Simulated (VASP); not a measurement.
C:

```
C
1.0
     2.48251    0.00000    0.00000
    -1.24126    2.14992    0.00000
     0.00000    0.00000    4.19792
C
4
Direct
  0.33333 0.66667 0.99978
  0.66667 0.33333 0.49978
  0.33333 0.66667 0.37422
  0.66667 0.33333 0.87422
```

Base run:

| Quantity | Value |
| --- | --- |
| Program | VASP 6.6.1 |
| Functional | LDA |
| Potentials or basis | VASP PAW LDA potentials, release 64 (C) |
| Cutoff | 520 eV |
| k mesh | 9 × 9 × 6 |
| Occupations | gaussian, width 0.01 eV |
| Spin | no spin polarisation |

Its results: band gap on the k mesh 3.05 eV, indirect (least direct gap 4.90 eV); pressure -4.9 GPa; largest force 0.013 eV/Å.

Task: The run is repeated on the same cell with these changes: potentials or basis from VASP PAW LDA potentials, release 64 (C) to VASP PAW LDA potentials, release 64 (C_h); cutoff from 520 eV to 910 eV. What comes out?

Result: Band gap on the k mesh 3.05 eV, indirect (least direct gap 4.90 eV); pressure -5.8 GPa; largest force 0.007 eV/Å.

Caveats: the cutoff is under 1.25 times the usual one of these potentials, so pressure, stress and relaxed cells hold a basis-set (Pulay) error (some runs).

A k mesh can miss the band edges.
